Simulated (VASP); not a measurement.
# Sb (P2_1/m) in VASP: single point with PBEsol

Aim: the single point of Sb with PBEsol.

Program: VASP 6.6.1. These are calculated values, not measurements. Logs are shortened: lines on timing, memory, paths and dates and some standing lists are left out, and cuts for length are marked.

## Step 1: The cell of the first run

Symmetry: P2_1/m, No. 11, monoclinic system. Conventional cell: a = 3.150 Å, b = 4.308 Å, c = 4.420 Å, α = 90.00°, β = 90.20°, γ = 90.00°. Sb (site symmetry m) has 6 Sb at 3.03 to 3.17 Å within 4.0 Å.

## Step 2: Single point, PBEsol (strained)

File INCAR:

```
SYSTEM = Sb
  ALGO = Normal
  EDIFF = 1E-7
  ENCUT = 520
  GGA = PS
  ISIF = 2
  ISMEAR = 0
  LASPH = .TRUE.
  LCHARG = .FALSE.
  LREAL = .FALSE.
  LWAVE = .FALSE.
  NBANDS = 12
  NELM = 100
  PREC = Accurate
  SIGMA = 0.1
```

File KPOINTS:

```
k-points
0
G
  14 10 10
  0 0 0
```

File POSCAR:

```
Sb
1.0
    3.1497854655      0.0000000000      0.0084929334
    0.0000000000      4.3083468628      0.0000000000
   -0.0272723671      0.0000000000      4.4198889361
Sb
2
Direct
    0.9568382410      0.7500000000      0.7614940791
    0.0431617590      0.2500000000      0.2385059209
```

Potentials or basis: VASP PAW PBE potentials, release 64 (Sb).

Command:

```bash
cat potpaw_PBE.64/Sb/POTCAR > POTCAR
mpirun -np 1 vasp_std > vasp.out
```

OUTCAR:

```text
SYSTEM = Sb
   EDIFF = 1E-7
   ENCUT = 520
   GGA = PS
   ISIF = 2
   ISMEAR = 0
   LASPH = .TRUE.
   LREAL = .FALSE.
   NELM = 100
   PREC = Accurate

 ion  position               nearest neighbor table
   1  0.957  0.750  0.761-   2 3.03   2 3.03   2 3.17   2 3.17
   2  0.043  0.250  0.239-   1 3.03   1 3.03   1 3.17   1 3.17

  LATTYP: Found a simple monoclinic cell.
 ALAT       =     3.1497969155
 B/A-ratio  =     1.3678173477
 C/A-ratio  =     1.4032565255
 COS(beta)  =    -0.0034739421

  Lattice vectors:

 A1 = (   3.1497854655,   0.0000000000,   0.0084929334)
 A2 = (   0.0000000000,   4.3083468628,   0.0000000000)
 A3 = (  -0.0272723671,   0.0000000000,   4.4198889361)

Analysis of symmetry for initial positions (statically):
=====================================================================
 Subroutine PRICEL returns:
 Original cell was already a primitive cell.

 Routine SETGRP: Setting up the symmetry group for a
 simple monoclinic supercell.

 Subroutine GETGRP returns: Found  4 space group operations
 (whereof  2 operations were pure point group operations)
 out of a pool of  4 trial point group operations.

The static configuration has the point symmetry S_2 .
 The point group associated with its full space group is C_2h.

Analysis of symmetry for dynamics (positions and initial velocities):
=====================================================================
 Subroutine PRICEL returns:
 Original cell was already a primitive cell.

 Routine SETGRP: Setting up the symmetry group for a
 simple monoclinic supercell.

 Subroutine GETGRP returns: Found  4 space group operations
 (whereof  2 operations were pure point group operations)
 out of a pool of  4 trial point group operations.

The dynamic configuration has the point symmetry S_2 .
 The point group associated with its full space group is C_2h.

 Subroutine INISYM returns: Found  4 space group operations
 (whereof  2 operations are pure point group operations),
 and found     1 'primitive' translations

----------------------------------------------------------------------------------------

                                     Primitive cell

  volume of cell :      59.9805

  direct lattice vectors                    reciprocal lattice vectors
     3.149785465  0.000000000  0.008492933     0.317476658  0.000000000  0.001958950
     0.000000000  4.308346863  0.000000000     0.000000000  0.232107588  0.000000000
    -0.027272367  0.000000000  4.419888936    -0.000610040  0.000000000  0.226246265

  length of vectors
     3.149796915  4.308346863  4.419973076     0.317482702  0.232107588  0.226247087

  position of ions in fractional coordinates (direct lattice)
     0.956838241  0.750000000  0.761494079
     0.043161759  0.250000000  0.238505921

  ion indices of the primitive-cell ions
   primitive index   ion index
                 1           1
                 2           2

----------------------------------------------------------------------------------------

 KPOINTS: k-points

Automatic generation of k-mesh.
 Grid dimensions read from file:
 generate k-points for:   14   10   10

 Generating k-lattice:

  Cartesian coordinates                     Fractional coordinates (reciprocal lattice)
     0.022676904  0.000000000  0.000139925     0.071428571  0.000000000  0.000000000
     0.000000000  0.023210759  0.000000000     0.000000000  0.100000000  0.000000000
    -0.000061004  0.000000000  0.022624626    -0.000000000  0.000000000  0.100000000

  Length of vectors
     0.022677336  0.023210759  0.022624709

  Shift w.r.t. Gamma in fractional coordinates (k-lattice)
     0.000000000  0.000000000  0.000000000

 Subroutine IBZKPT returns following result:
 ===========================================

 Found    432 irreducible k-points:

 Following reciprocal coordinates:
            Coordinates               Weight
  0.000000  0.000000  0.000000      1.000000
  0.071429  0.000000  0.000000      2.000000
  0.142857  0.000000 -0.000000      2.000000
  0.214286  0.000000 -0.000000      2.000000
  0.285714  0.000000  0.000000      2.000000
  0.357143  0.000000 -0.000000      2.000000
[... 16 lines left out ...]
  0.428571  0.200000 -0.000000      4.000000
  0.500000  0.200000 -0.000000      2.000000
 [... further k-points ...]
   k-points           NKPTS =    432   k-points in BZ     NKDIM =    432   number of bands    NBANDS=     12
   number of dos      NEDOS =    301   number of ions     NIONS =      2
   total plane-waves  NPLWV =  27648
   dimension x,y,z NGX =    24 NGY =   32 NGZ =   36
   dimension x,y,z NGXF=    48 NGYF=   64 NGZF=   72
   ions per type =               2
   NGX,Y,Z   is equivalent  to a cutoff of  12.67, 12.35, 13.54 a.u.
   NGXF,Y,Z  is equivalent  to a cutoff of  25.33, 24.70, 27.08 a.u.
 SYSTEM =  Sb
   PREC   = accura    normal or accurate (medium, high low for compatibility)
   ISTART =      0    job   : 0-new  1-cont  2-samecut
   ICHARG =      2    charge: 1-file 2-atom 10-const
   ISPIN  =      1    spin polarized calculation?
   LNONCOLLINEAR =      F non collinear calculations
   LSORBIT =      F    spin-orbit coupling
   LASPH  =      T    aspherical Exc in radial PAW
   ENCUT  =  520.0 eV  38.22 Ry    6.18 a.u.   5.86  8.01  8.22*2*pi/ulx,y,z
   NELM   =    100;   NELMIN=  2; NELMDL= -5     # of ELM steps
   EDIFF  = 0.1E-06   stopping-criterion for ELM
   LREAL  =      F    real-space projection
   EDIFFG = 0.1E-05   stopping-criterion for IOM
   NSW    =      0    number of steps for IOM
   IBRION =     -1    ionic relax: 0-MD 1-quasi-New 2-CG
   NFREE  =      0    steps in history (QN), initial steepest desc. (CG)
   ISIF   =      2    stress and relaxation
   ISYM   =      2    0-nonsym 1-usesym 2-fastsym
   POTIM  = 0.5000    time-step for ionic-motion
   TEBEG  =    0.0;   TEEND  =   0.0 temperature during run
   PSTRESS=    0.0 pullay stress
   NELECT =      10.0000    total number of electrons
   NUPDOWN=      -1.0000    fix difference up-down
   EMIN   =  10.00;   EMAX   =-10.00  energy-range for DOS
   EFERMI =   0.00;   METHOD = LEGACY
   ISMEAR =     0;   SIGMA  =   0.10  broadening in eV -4-tet -1-fermi 0-gaus
   EFERMI_NEDOS =   21; number of points for ismear=-14 and -15
   IALGO  =     38    algorithm
   IMIX   =      4    mixing-type and parameters
     AMIX     =   0.40;   BMIX     =  1.00
     AMIX_MAG =   1.60;   BMIX_MAG =  1.00
  volume/ion in A,a.u.               =      29.99       202.38
  Fermi-wavevector in a.u.,A,eV,Ry     =   0.901028  1.702695 11.045900  0.811851
  Thomas-Fermi vector in A             =   2.024058
   LORBIT       =      0    0 simple, 1 ext, 2 COOP (PROOUT), +10 PAW based schemes
   GGA     = PS    functional components
   LHFCALC =     F    Hartree Fock is set to
   AEXX    =    0.0000 exact exchange contribution
   IVDW    =     0    specifies the selected vdW correction
   LEPSILON=     F    determine dielectric tensor
   LRPA    =     F    only Hartree local field effects (RPA)
 non-spin polarized calculation
 Gauss-broadening in eV      SIGMA  =   0.10
  energy-cutoff  :      520.00
  volume of cell :       59.98
 maximum number of plane-waves:      1638
   NGX = 11   NGY = 17   NGZ = 17

 number of electron      10.0000000 magnetization

 Free energy of the ion-electron system (eV)
  ---------------------------------------------------
  ext. energy  EPLUGINS =         0.00000000
  ---------------------------------------------------
  free energy    TOTEN  =        -9.02588062 eV

  energy without entropy =       -9.02079353  energy(sigma->0) =       -9.02333707

 E-fermi :   6.9071     XC(G=0):  -9.7336

 val. band max:        6.8889863937   @ k =   0.3571   0.5000  -0.0000
 cond. band min:       6.9071449655   @ k =   0.2143   0.4000   0.2000
 fundamental gap:      0.0181585718
 Fermi energy:         6.9070666960

 k-point     1 :       0.0000    0.0000    0.0000
  band No.  band energies     occupation
      1      -5.4422      2.00000
      2      -0.3055      2.00000
      3       3.3402      2.00000
      4       3.6007      2.00000
      5       8.9897      0.00000
      6       9.9128      0.00000
      7      10.3069      0.00000
      8      10.5273      0.00000
      9      12.6834      0.00000
     10      14.0327      0.00000
     11      14.6345      0.00000
     12      15.4501      0.00000

 k-point     2 :       0.0714    0.0000    0.0000
  band No.  band energies     occupation
      1      -5.3715      2.00000
      2      -0.2332      2.00000
      3       3.4065      2.00000
      4       3.6669      2.00000
      5       8.9501      0.00000
      6       9.0580      0.00000
      7      10.3730      0.00000
      8      10.5928      0.00000
      9      12.7989      0.00000
     10      14.0893      0.00000
     11      14.6570      0.00000
     12      15.6914      0.00000

 k-point     3 :       0.1429    0.0000   -0.0000
  band No.  band energies     occupation
      1      -5.1617      2.00000
      2      -0.0177      2.00000
      3       3.6007      2.00000
      4       3.8608      2.00000
      5       7.2757      0.00000
      6       9.2596      0.00000
      7      10.5642      0.00000
      8      10.7817      0.00000
      9      11.6924      0.00000
     10      14.2580      0.00000
     11      14.9905      0.00000
     12      16.5156      0.00000
[... 286 lines left out ...]
 k-point    23 :       0.4286    0.2000   -0.0000
  band No.  band energies     occupation
      1      -3.0764      2.00000
      2       0.8599      2.00000
      3       2.1192      2.00000
      4       5.3021      2.00000
      5       5.4199      2.00000
      6       6.1225      2.00000
      7      10.3597      0.00000
      8      10.6076      0.00000
      9      11.8937      0.00000
     10      12.3019      0.00000
     11      12.7143      0.00000
     12      15.6148      0.00000

 k-point    24 :       0.5000    0.2000   -0.0000
  band No.  band energies     occupation
      1      -2.8677      2.00000
      2       0.9852      2.00000
      3       1.8742      2.00000
      4       4.9408      2.00000
      5       5.5550      2.00000
      6       6.2223      2.00000
      7      10.4421      0.00000
      8      10.6413      0.00000
      9      11.8124      0.00000
     10      12.1025      0.00000
     11      12.8948      0.00000
     12      15.3357      0.00000

 [... further k-points ...]
[... 5 lines left out ...]
  --------------------------------------------------------------------------------------
  -------------------------------------------------------------------------------------
  Total       -1.3289202     -0.5458167     -0.7294548      0.0000000      0.0000000     -0.0228182
  in kB      -35.4976220    -14.5796534    -19.4849244      0.0000000      0.0000000     -0.6095123
  external PRESSURE =     -23.1873999 kB  Pullay stress =       0.0000000 kB

 VOLUME and BASIS-vectors are now :
 -----------------------------------------------------------------------------
  energy-cutoff  :      520.00
  volume of cell :       59.98
      direct lattice vectors                 reciprocal lattice vectors
     3.149785465  0.000000000  0.008492933     0.317476658  0.000000000  0.001958950
     0.000000000  4.308346863  0.000000000     0.000000000  0.232107588  0.000000000
    -0.027272367  0.000000000  4.419888936    -0.000610040  0.000000000  0.226246265

 POSITION                                       TOTAL-FORCE (eV/Angst)
 -----------------------------------------------------------------------------------
      2.99307      3.23126      3.37385         0.114322     -0.000000     -0.115695
      0.12945      1.07709      1.05454        -0.114322      0.000000      0.115695
 -----------------------------------------------------------------------------------
    total drift:                               -0.000000      0.000000      0.000000

  FREE ENERGIE OF THE ION-ELECTRON SYSTEM (eV)
  ---------------------------------------------------
  free  energy   TOTEN  =        -9.0258806177 eV

  energy  without entropy=       -9.0207935282  energy(sigma->0) =       -9.02333707
```

It took 74 s on 1 thread of Intel Xeon Platinum 8488C (Sapphire Rapids), shared host; peak memory 0.38 GiB.

What came out:

| Quantity | Value |
| --- | --- |
| Free energy | -9.0259 eV |
| Pressure | -2.3 GPa |
| Largest force | 0.163 eV/Å |
| Band gap on the k mesh | zero (band 5 reaches 11.84 eV, above the bottom of band 6 at 3.51 eV) |

Forces in eV/Å, atoms in the order of the input:
```
Sb   0.114  0.000 -0.116
Sb  -0.114  0.000  0.116
```

Stress tensor (GPa, compression positive):
```
-3.55  0.00 -0.06
 0.00 -1.46  0.00
-0.06  0.00 -1.95
```

Levels at points of the mesh, in eV from the Fermi level:
```csv
k point,band 2,band 3,band 4,band 5,band 6,band 7,band 8,band 9
"(0.00, 0.00, 0.00)",-7.21,-3.57,-3.31,2.08,3.01,3.40,3.62,5.78
"(0.50, 0.00, 0.00)",-5.78,-4.32,-1.73,-1.48,-1.41,4.10,4.38,4.76
"(0.00, 0.50, 0.00)",-10.52,-1.44,-1.44,-0.80,-0.80,4.59,4.59,8.27
"(0.50, 0.50, 0.00)",-8.22,-3.87,-3.87,0.47,0.47,1.50,1.50,5.51
"(0.00, 0.00, 0.50)",-10.29,-1.48,-0.79,-0.78,-0.57,4.32,4.76,7.76
"(0.50, 0.00, 0.50)",-7.97,-4.13,-3.72,0.36,1.11,1.59,1.72,5.54
"(0.00, 0.50, 0.50)",-9.86,-5.53,-5.53,4.94,4.94,5.46,5.46,9.02
"(0.50, 0.50, 0.50)",-7.49,-3.56,-3.56,-3.40,-3.40,1.95,1.95,7.60
```

Caveat: the cell differs from its parent crystal (strained); the PAW data sets were made with another functional, which shifts forces and pressure a little; spin-orbit coupling is left out, which moves the levels of the heavy elements.
